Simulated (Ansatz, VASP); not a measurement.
SbS3: VASP beside Ansatz

The input INCAR:

```
SYSTEM = SbS3
PREC = Accurate
ENCUT = 600
EDIFF = 1E-6
ISMEAR = 0
SIGMA = 0.1
LREAL = .False.
LASPH = .True.
NELM = 80
ALGO = Normal
ISIF = 3
LWAVE = .False.
LCHARG = .False.
GGA = PE
IBRION = 2
NSW = 100
EDIFFG = -0.01
```

File KPOINTS:

```
Automatic mesh
0
Gamma
  12 12 12
  0 0 0
```

Contents of POSCAR:

```
SbS3
1.0
    4.2460965894      0.0000000000      0.0000000000
    0.0000000000      4.2460965894      0.0000000000
    0.0000000000      0.0000000000      4.2460965894
Sb S
1 3
Direct
    0.0000000000      0.0000000000      0.0000000000
    0.0000000000      0.5000000000      0.5000000000
    0.5000000000      0.0000000000      0.5000000000
    0.5000000000      0.5000000000      0.0000000000
```

Input for Ansatz:

```yaml
crystal:
  lattice:
    - [4.2460965894, 0.0, 0.0]
    - [0.0, 4.2460965894, 0.0]
    - [0.0, 0.0, 4.2460965894]
  atoms:
    - { symbol: Sb, position: [0.0, 0.0, 0.0] }
    - { symbol: S, position: [0.0, 0.5, 0.5] }
    - { symbol: S, position: [0.5, 0.0, 0.5] }
    - { symbol: S, position: [0.5, 0.5, 0.0] }
basis:
  ecutwfc: 420
kpoints:
  mp_grid: { grid: [12, 12, 12] }
hamiltonian:
  xc: pbe
scf:
  occupations: { method: gaussian, width: 0.1 }
output:
  forces: true
  stress: true
  eigenvalues: true
relax:
  adjacent_minimum: "off"
  f_tol: 0.01
  max_steps: 80
  cell: { stress_tol: 0.05 }
```

Alike in both runs: task relaxation of cell and atoms; functional PBE; k mesh 12 × 12 × 12; occupations gaussian, width 0.1 eV; no spin polarisation.

|  | VASP | Ansatz |
| --- | --- | --- |
| version | VASP 6.6.1 | Ansatz 0.2.0 |
| potentials or method | VASP PAW PBE potentials, release 64 (Sb, S), cutoff 600 eV | scalar-relativistic, plane waves, PAW |
| valence electrons in the cell | 23 | 33 |

Ansatz gave:

```
gap on the k mesh at the Fermi level, each at its own relaxed structure (eV) : none
relaxed volume (Å³/atom)                                                     : 18.95
relaxed cell length with the largest relative difference (Å)                 : 4.232
```

Problem. What did VASP give for the same quantities?

Solution. gap on the k mesh at the Fermi level, each at its own relaxed structure (eV): none; relaxed volume (Å³/atom): 18.87; relaxed cell length with the largest relative difference (Å): 4.226.

A gap of «none» marks a metal or a gap that the smearing closes. VASP's potentials hold 23 valence electrons a cell and Ansatz's 33, so a difference there can come from the potentials and not from the codes.

Neither program's run includes spin-orbit coupling.
